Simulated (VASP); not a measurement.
Set up this calculation in VASP 6.6.1, as the native input.

```
Task                   : single point
Functional             : PBEsol
Potentials or basis    : VASP PAW PBE potentials, release 64 (Ba_sv, S)
Cutoff                 : 500 eV
k mesh                 : 6 × 6 × 6
Occupations            : fermi-dirac, width 0.0272 eV
Spin                   : no spin polarisation
Dipole correction      : no
Further INCAR settings : ALGO = Normal; EDIFF = 1e-06; NBANDS = 15
```

The structure of BaS lies in POSCAR:

```
BaS
1.0
    0.0000000000      3.1937500000      3.1937500000
    3.1937500000      0.0000000000      3.1937500000
    3.1937500000      3.1937500000      0.0000000000
Ba S
1 1
Direct
    0.0000000000      0.0000000000      0.0000000000
    0.5000000000      0.5000000000      0.5000000000
```

These files were run (other wordings do the same):

INCAR

```
ALGO = Normal
EDIFF = 1E-6
ENCUT = 500
GGA = PS
GGA_COMPAT = F
ISIF = 2
ISMEAR = -1
LASPH = T
LCHARG = F
LREAL = F
LWAVE = F
NBANDS = 15
NELM = 120
PREC = Accurate
SIGMA = 0.0272
```

KPOINTS

```
k-points
0
Gamma
  6 6 6
```

Potentials or basis: VASP PAW PBE potentials, release 64 (Ba_sv, S).

The run is started by

```console
$ cat potpaw_PBE.64/Ba_sv/POTCAR potpaw_PBE.64/S/POTCAR > POTCAR
$ mpirun -np 1 vasp_std > vasp.out
```

Results of the run:

- Pressure: -0.5 GPa
- Band gap on the k mesh: 1.98 eV (least direct gap 2.12 eV)

Caveat: the PAW data sets were made with another functional, which shifts forces and pressure a little; spin-orbit coupling is left out, which moves the levels of the heavy elements.

It took 20 s on 1 thread of Intel(R) Xeon(R) 6975P-C (Granite Rapids) (shared host), peak memory 0.2 GiB.
